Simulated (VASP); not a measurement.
# Mg2Co (P-4m2) in VASP: notebook

Mg2Co is run at these levels: r2SCAN; tasks: single point.

Program: VASP 6.6.1. These are calculated values, not measurements. Logs are shortened: lines on timing, memory, paths and dates and some standing lists are left out, and cuts for length are marked.

### 1 The cell of the first run

The structure is tetragonal, space group P-4m2 (No. 115). The conventional cell has a = 3.156 Å, b = 3.156 Å, c = 4.679 Å, α = 90.00°, β = 90.00°, γ = 90.00°. Mg (site symmetry 2mm) has 2 Co at 2.04 Å within 2.7 Å. Co (site symmetry -4m2) has 4 Mg at 2.04 Å within 2.7 Å.

### 2 Single point, r2SCAN, collinear spin, ferromagnetic start

The input, POSCAR:

```
Mg2Co
1.0
    3.1556849600      0.0000000000      0.0000000000
    0.0000000000      3.1556849600      0.0000000000
    0.0000000000      0.0000000000      4.6791787600
Mg Co
2 1
Direct
    0.5000000000      0.0000000000      0.7777620000
    0.0000000000      0.5000000000      0.2222380000
    0.0000000000      0.0000000000      0.5000000000
```

The input, INCAR.step1:

```
SYSTEM = Mg2Co
  ALGO = Normal
  EDIFF = 1E-4
  ENCUT = 520
  GGA = PE
  ISMEAR = 0
  ISPIN = 2
  LASPH = .TRUE.
  LCHARG = .FALSE.
  LMAXMIX = 4
  LREAL = .FALSE.
  LWAVE = .TRUE.
  MAGMOM = 0 0 2
  NBANDS = 18
  NELM = 150
  PREC = Accurate
  SIGMA = 0.1
```

The input, INCAR.step2:

```
SYSTEM = Mg2Co
  ALGO = Normal
  EDIFF = 1E-7
  ENCUT = 520
  ISIF = 2
  ISMEAR = 0
  ISPIN = 2
  ISTART = 1
  LASPH = .TRUE.
  LCHARG = .FALSE.
  LMAXMIX = 4
  LMIXTAU = .TRUE.
  LORBIT = 11
  LREAL = .FALSE.
  LWAVE = .FALSE.
  MAGMOM = 0 0 2
  METAGGA = R2SCAN
  NBANDS = 18
  NELM = 150
  PREC = Accurate
  SIGMA = 0.1
```

The input, KPOINTS:

```
k-points
0
G
  10 10 7
  0 0 0
```

Potentials or basis: VASP PAW PBE potentials, release 64 (Mg, Co).

Launch:

```bash
$ cat potpaw_PBE.64/Mg/POTCAR potpaw_PBE.64/Co/POTCAR > POTCAR
$ cp INCAR.step1 INCAR
$ mpirun -np 1 vasp_std > vasp.out
$ cp INCAR.step2 INCAR
$ mpirun -np 1 vasp_std > vasp.out
```

OUTCAR:

```text
SYSTEM = Mg2Co
   EDIFF = 1E-7
   ENCUT = 520
   ISIF = 2
   ISMEAR = 0
   ISPIN = 2
   ISTART = 1
   LASPH = .TRUE.
   LORBIT = 11
   LREAL = .FALSE.
   METAGGA = R2SCAN
   NELM = 150
   PREC = Accurate

 ion  position               nearest neighbor table
   1  0.500  0.000  0.778-   3 2.04   3 2.04   2 3.05   2 3.05   2 3.05   2 3.05   2 3.43   2 3.43
                             2 3.43   2 3.43
   2  0.000  0.500  0.222-   3 2.04   3 2.04   1 3.05   1 3.05   1 3.05   1 3.05   1 3.43   1 3.43
                             1 3.43   1 3.43
   3  0.000  0.000  0.500-   1 2.04   2 2.04   2 2.04   1 2.04

  LATTYP: Found a simple tetragonal cell.
 ALAT       =     3.1556849600
 C/A-ratio  =     1.4827775330

  Lattice vectors:

 A1 = (   3.1556849600,   0.0000000000,   0.0000000000)
 A2 = (   0.0000000000,   3.1556849600,   0.0000000000)
 A3 = (   0.0000000000,   0.0000000000,   4.6791787600)

Analysis of symmetry for initial positions (statically):
=====================================================================
 Subroutine PRICEL returns:
 Original cell was already a primitive cell.

 Routine SETGRP: Setting up the symmetry group for a
 simple tetragonal supercell.

 Subroutine GETGRP returns: Found  8 space group operations
 (whereof  8 operations were pure point group operations)
 out of a pool of 16 trial point group operations.

The static configuration has the point symmetry D_2d.

Analysis of symmetry for dynamics (positions and initial velocities):
=====================================================================
 Subroutine PRICEL returns:
 Original cell was already a primitive cell.

 Routine SETGRP: Setting up the symmetry group for a
 simple tetragonal supercell.

 Subroutine GETGRP returns: Found  8 space group operations
 (whereof  8 operations were pure point group operations)
 out of a pool of 16 trial point group operations.

The dynamic configuration has the point symmetry D_2d.

Analysis of structural, dynamic, and magnetic symmetry:
=====================================================================
 Subroutine PRICEL returns:
 Original cell was already a primitive cell.

 Routine SETGRP: Setting up the symmetry group for a
 simple tetragonal supercell.

 Subroutine GETGRP returns: Found  8 space group operations
 (whereof  8 operations were pure point group operations)
 out of a pool of 16 trial point group operations.

The overall configuration has the point symmetry D_2d.

 Subroutine INISYM returns: Found  8 space group operations
 (whereof  8 operations are pure point group operations),
 and found     1 'primitive' translations

----------------------------------------------------------------------------------------

                                     Primitive cell

  volume of cell :      46.5969

  direct lattice vectors                    reciprocal lattice vectors
     3.155684960  0.000000000  0.000000000     0.316888413  0.000000000  0.000000000
     0.000000000  3.155684960  0.000000000     0.000000000  0.316888413  0.000000000
     0.000000000  0.000000000  4.679178760     0.000000000  0.000000000  0.213712716

  length of vectors
     3.155684960  3.155684960  4.679178760     0.316888413  0.316888413  0.213712716

  position of ions in fractional coordinates (direct lattice)
     0.500000000  0.000000000  0.777762000
     0.000000000  0.500000000  0.222238000
     0.000000000  0.000000000  0.500000000

  ion indices of the primitive-cell ions
   primitive index   ion index
                 1           1
                 2           2
                 3           3

----------------------------------------------------------------------------------------

 KPOINTS: k-points

Automatic generation of k-mesh.
 Grid dimensions read from file:
 generate k-points for:   10   10    7

 Generating k-lattice:

  Cartesian coordinates                     Fractional coordinates (reciprocal lattice)
     0.031688841  0.000000000  0.000000000     0.100000000  0.000000000  0.000000000
     0.000000000  0.031688841  0.000000000     0.000000000  0.100000000  0.000000000
     0.000000000  0.000000000  0.030530388     0.000000000  0.000000000  0.142857143

  Length of vectors
     0.031688841  0.031688841  0.030530388

  Shift w.r.t. Gamma in fractional coordinates (k-lattice)
     0.000000000  0.000000000  0.000000000

 Subroutine IBZKPT returns following result:
 ===========================================

 Found     84 irreducible k-points:

 Following reciprocal coordinates:
            Coordinates               Weight
  0.000000  0.000000  0.000000      1.000000
  0.100000  0.000000  0.000000      4.000000
  0.200000  0.000000  0.000000      4.000000
  0.300000  0.000000  0.000000      4.000000
  0.400000  0.000000  0.000000      4.000000
  0.500000  0.000000  0.000000      2.000000
[... 16 lines left out ...]
  0.100000  0.000000  0.142857      8.000000
  0.200000  0.000000  0.142857      8.000000
 [... further k-points ...]
   k-points           NKPTS =     84   k-points in BZ     NKDIM =     84   number of bands    NBANDS=     18
   number of dos      NEDOS =    301   number of ions     NIONS =      3
   total plane-waves  NPLWV =  20736
   dimension x,y,z NGX =    24 NGY =   24 NGZ =   36
   dimension x,y,z NGXF=    48 NGYF=   48 NGZF=   72
   ions per type =               2   1
   NGX,Y,Z   is equivalent  to a cutoff of  12.64, 12.64, 12.79 a.u.
   NGXF,Y,Z  is equivalent  to a cutoff of  25.29, 25.29, 25.58 a.u.
 SYSTEM =  Mg2Co
   PREC   = accura    normal or accurate (medium, high low for compatibility)
   ISTART =      1    job   : 0-new  1-cont  2-samecut
   ICHARG =      0    charge: 1-file 2-atom 10-const
   ISPIN  =      2    spin polarized calculation?
   LNONCOLLINEAR =      F non collinear calculations
   LSORBIT =      F    spin-orbit coupling
   LASPH  =      T    aspherical Exc in radial PAW
   ENCUT  =  520.0 eV  38.22 Ry    6.18 a.u.   5.87  5.87  8.70*2*pi/ulx,y,z
   NELM   =    150;   NELMIN=  2; NELMDL=  0     # of ELM steps
   EDIFF  = 0.1E-06   stopping-criterion for ELM
   LREAL  =      F    real-space projection
   EDIFFG = 0.1E-05   stopping-criterion for IOM
   NSW    =      0    number of steps for IOM
   IBRION =     -1    ionic relax: 0-MD 1-quasi-New 2-CG
   NFREE  =      0    steps in history (QN), initial steepest desc. (CG)
   ISIF   =      2    stress and relaxation
   ISYM   =      2    0-nonsym 1-usesym 2-fastsym
   POTIM  = 0.5000    time-step for ionic-motion
   TEBEG  =    0.0;   TEEND  =   0.0 temperature during run
   PSTRESS=    0.0 pullay stress
   NELECT =      13.0000    total number of electrons
   NUPDOWN=      -1.0000    fix difference up-down
   EMIN   =  10.00;   EMAX   =-10.00  energy-range for DOS
   EFERMI =   0.00;   METHOD = LEGACY
   ISMEAR =     0;   SIGMA  =   0.10  broadening in eV -4-tet -1-fermi 0-gaus
   EFERMI_NEDOS =   21; number of points for ismear=-14 and -15
   IALGO  =     38    algorithm
   IMIX   =      4    mixing-type and parameters
     AMIX     =   0.40;   BMIX     =  1.00
     AMIX_MAG =   1.60;   BMIX_MAG =  1.00
  volume/ion in A,a.u.               =      15.53       104.82
  Fermi-wavevector in a.u.,A,eV,Ry     =   1.069720  2.021479 15.569173  1.144302
  Thomas-Fermi vector in A             =   2.205409
   LORBIT       =     11    0 simple, 1 ext, 2 COOP (PROOUT), +10 PAW based schemes
   METAGGA = R2SCAN    functional components
   LHFCALC =     F    Hartree Fock is set to
   AEXX    =    0.0000 exact exchange contribution
   IVDW    =     0    specifies the selected vdW correction
   LEPSILON=     F    determine dielectric tensor
   LRPA    =     F    only Hartree local field effects (RPA)
 spin polarized calculation
 Gauss-broadening in eV      SIGMA  =   0.10
  energy-cutoff  :      520.00
  volume of cell :       46.60
 maximum number of plane-waves:      1274
 NGX is ok and might be reduce to    24
   NGX = 11   NGY = 11   NGZ = 17

 number of electron      12.9999995 magnetization      -0.0000190

 Free energy of the ion-electron system (eV)
  ---------------------------------------------------
  ext. energy  EPLUGINS =         0.00000000
  ---------------------------------------------------
  free energy    TOTEN  =       -16.31540790 eV

  energy without entropy =      -16.31020374  energy(sigma->0) =      -16.31280582

 E-fermi :   4.8853     XC(G=0): -10.8182

 val. band max:        4.8754513681   @ k =   0.2000   0.2000   0.1429
 cond. band min:       4.9090990235   @ k =   0.5000   0.5000   0.4286
 fundamental gap:      0.0336476554
 Fermi energy:         4.8853418606

 spin component 1

 k-point     1 :       0.0000    0.0000    0.0000
  band No.  band energies     occupation
      1      -3.0600      1.00000
      2       2.0554      1.00000
      3       3.2065      1.00000
      4       3.9757      1.00000
      5       3.9757      1.00000
      6       4.4825      1.00000
[... 10 lines left out ...]
     17      20.8471      0.00000
     18      21.1198      0.00000
[... 466 lines left out ...]
      2       2.0677      1.00000
      3       3.2639      1.00000
      4       3.4826      1.00000
      5       3.9894      1.00000
      6       4.2952      1.00000
[... 10 lines left out ...]
     17      21.6344      0.00000
     18      21.6666      0.00000

 [... further k-points ...]

 spin component 2

 k-point     1 :       0.0000    0.0000    0.0000
  band No.  band energies     occupation
      1      -3.0600      1.00000
      2       2.0554      1.00000
      3       3.2064      1.00000
      4       3.9757      1.00000
      5       3.9757      1.00000
      6       4.4825      1.00000
[... 10 lines left out ...]
     17      20.8471      0.00000
     18      21.1198      0.00000
[... 466 lines left out ...]
      2       2.0677      1.00000
      3       3.2638      1.00000
      4       3.4826      1.00000
      5       3.9893      1.00000
      6       4.2952      1.00000
[... 10 lines left out ...]
     17      21.6344      0.00000
     18      21.6666      0.00000

 [... further k-points ...]

------------------------ aborting loop because EDIFF is reached ----------------------------------------

  FORCE on cell =-STRESS in cart. coord.  units (eV):
  Direction    XX          YY          ZZ          XY          YZ          ZX
  --------------------------------------------------------------------------------------
  -------------------------------------------------------------------------------------
  Total        6.9872217      6.9872217     11.8980740      0.0000000      0.0000000      0.0000000
  in kB      240.2471191    240.2471191    409.1008036      0.0000000      0.0000000      0.0000000
  external PRESSURE =     296.5316806 kB  Pullay stress =       0.0000000 kB

 VOLUME and BASIS-vectors are now :
 -----------------------------------------------------------------------------
  energy-cutoff  :      520.00
  volume of cell :       46.60
      direct lattice vectors                 reciprocal lattice vectors
     3.155684960  0.000000000  0.000000000     0.316888413  0.000000000  0.000000000
     0.000000000  3.155684960  0.000000000     0.000000000  0.316888413  0.000000000
     0.000000000  0.000000000  4.679178760     0.000000000  0.000000000  0.213712716

 POSITION                                       TOTAL-FORCE (eV/Angst)
 -----------------------------------------------------------------------------------
      1.57784      0.00000      3.63929         0.000000      0.000000      4.320969
      0.00000      1.57784      1.03989         0.000000      0.000000     -4.320969
      0.00000      0.00000      2.33959         0.000000      0.000000      0.000000
 -----------------------------------------------------------------------------------
    total drift:                                0.000000     -0.000000      0.000000

  FREE ENERGIE OF THE ION-ELECTRON SYSTEM (eV)
  ---------------------------------------------------
  free  energy   TOTEN  =       -16.3154079012 eV

  energy  without entropy=      -16.3102037377  energy(sigma->0) =      -16.31280582

 total charge

# of ion       s       p       d       tot
------------------------------------------
    1        0.278   0.200   0.057   0.536
    2        0.278   0.200   0.057   0.536
    3        0.512   0.304   7.853   8.669
--------------------------------------------------
tot          1.069   0.705   7.967   9.740

 magnetization (x)

# of ion       s       p       d       tot
------------------------------------------
    1        0.000   0.000   0.000   0.000
    2        0.000   0.000   0.000   0.000
    3        0.000   0.000  -0.000  -0.000
--------------------------------------------------
tot          0.000   0.000  -0.000  -0.000
```

Run time: 2.2 min. Hardware: 1 thread of Intel Xeon 6975P-C (Granite Rapids), shared host; peak memory 0.25 GiB.

Results:

* Free energy: -16.3154 eV
* Pressure: 29.7 GPa
* Largest force: 4.321 eV/Å
* Net moment: 0.00 μB per cell
* Valence electrons inside the program's atomic spheres: Mg 0.54; Co 8.67

Forces in eV/Å, atoms in the order of the input:
```
Mg   0.000  0.000  4.321
Mg   0.000  0.000 -4.321
Co   0.000  0.000  0.000
```

Caveat: the stress differs along the axes, from 24 to 41 GPa; the moments typed at the start vanished in this run; the PAW data sets were made with another functional, which shifts forces and pressure a little.

### 3 Single point, r2SCAN, collinear spin, ferromagnetic start

POSCAR is that of step 2.

The input, INCAR.step1:

```
SYSTEM = Mg2Co
  PREC = Accurate
  ENCUT = 520
  ISMEAR = 0
  SIGMA = 0.1
  LREAL = .FALSE.
  LASPH = .TRUE.
  NELM = 150
  ISPIN = 2
  MAGMOM = 0 0 2
  LMAXMIX = 4
  NBANDS = 18
  GGA = PE
  ALGO = Normal
  EDIFF = 1E-4
  LWAVE = .TRUE.
  LCHARG = .FALSE.
```

The input, INCAR.step2:

```
SYSTEM = Mg2Co
  PREC = Accurate
  ENCUT = 520
  EDIFF = 1E-6
  ISMEAR = 0
  SIGMA = 0.1
  LREAL = .FALSE.
  LASPH = .TRUE.
  NELM = 150
  ALGO = Normal
  ISIF = 2
  LWAVE = .FALSE.
  LCHARG = .FALSE.
  ISPIN = 2
  MAGMOM = 0 0 2
  LORBIT = 11
  LMAXMIX = 4
  METAGGA = R2SCAN
  LMIXTAU = .TRUE.
  NBANDS = 18
  ISTART = 1
```

The input, KPOINTS:

```
Automatic mesh
0
G
  12 12 8
  0 0 0
```

Potentials or basis: VASP PAW PBE potentials, release 64 (Mg, Co).

Launch:

```bash
$ cat potpaw_PBE.64/Mg/POTCAR potpaw_PBE.64/Co/POTCAR > POTCAR
$ cp INCAR.step1 INCAR
$ mpirun -np 1 vasp_std > vasp.out
$ cp INCAR.step2 INCAR
$ mpirun -np 1 vasp_std > vasp.out
```

Run time: 3.1 min. Hardware: 1 thread of Intel Xeon 6975P-C (Granite Rapids), shared host; peak memory 0.32 GiB.

The run converged. Its results:

```
Free energy                                           : -16.3133 eV
Pressure                                              : 29.6 GPa
Largest force                                         : 4.312 eV/Å
Net moment                                            : 0.00 μB per cell
Valence electrons inside the program's atomic spheres : Mg 0.54; Co 8.67
```

Forces in eV/Å, atoms in the order of the input:
```
Mg   0.000  0.000  4.312
Mg   0.000  0.000 -4.312
Co   0.000  0.000  0.000
```

Stress tensor (GPa, compression positive):
```
24.02  0.00  0.00
 0.00 24.02  0.00
 0.00  0.00 40.83
```

Levels at points of the mesh, in eV from the Fermi level:
Spin up:
| k point | band 5 | band 6 | band 7 | band 8 | band 9 | band 10 |
| --- | --- | --- | --- | --- | --- | --- |
| (0.00, 0.00, 0.00) | -0.90 | -0.39 | -0.38 | 0.93 | 7.06 | 7.06 |
| (0.50, 0.00, 0.00) | -0.90 | -0.85 | 0.29 | 2.40 | 3.03 | 4.01 |
| (0.50, 0.50, 0.00) | 0.03 | 0.31 | 0.31 | 1.52 | 1.69 | 5.46 |
| (0.00, 0.00, 0.50) | -0.94 | -0.94 | -0.39 | 7.09 | 8.13 | 8.35 |
| (0.50, 0.00, 0.50) | -1.24 | -0.90 | -0.87 | 0.31 | 0.53 | 10.50 |
| (0.50, 0.50, 0.50) | 0.03 | 0.60 | 1.26 | 1.45 | 1.45 | 2.57 |
Spin down:
| k point | band 4 | band 5 | band 6 | band 7 | band 8 | band 9 | band 10 | band 11 |
| --- | --- | --- | --- | --- | --- | --- | --- | --- |
| (0.00, 0.00, 0.00) | -0.90 | -0.90 | -0.39 | -0.38 | 0.93 | 7.06 | 7.06 | 7.76 |
| (0.50, 0.00, 0.00) | -1.71 | -0.90 | -0.85 | 0.29 | 2.40 | 3.03 | 4.01 | 5.80 |
| (0.50, 0.50, 0.00) | -1.43 | 0.03 | 0.31 | 0.31 | 1.52 | 1.69 | 5.46 | 6.40 |
| (0.00, 0.00, 0.50) | -1.48 | -0.94 | -0.94 | -0.39 | 7.09 | 8.13 | 8.35 | 8.35 |
| (0.50, 0.00, 0.50) | -2.06 | -1.24 | -0.90 | -0.87 | 0.31 | 0.53 | 10.50 | 10.98 |
| (0.50, 0.50, 0.50) | -1.07 | 0.03 | 0.60 | 1.26 | 1.45 | 1.45 | 2.57 | 4.24 |

Caveat: the stress differs along the axes, from 24 to 41 GPa; the moments typed at the start vanished in this run; the PAW data sets were made with another functional, which shifts forces and pressure a little.
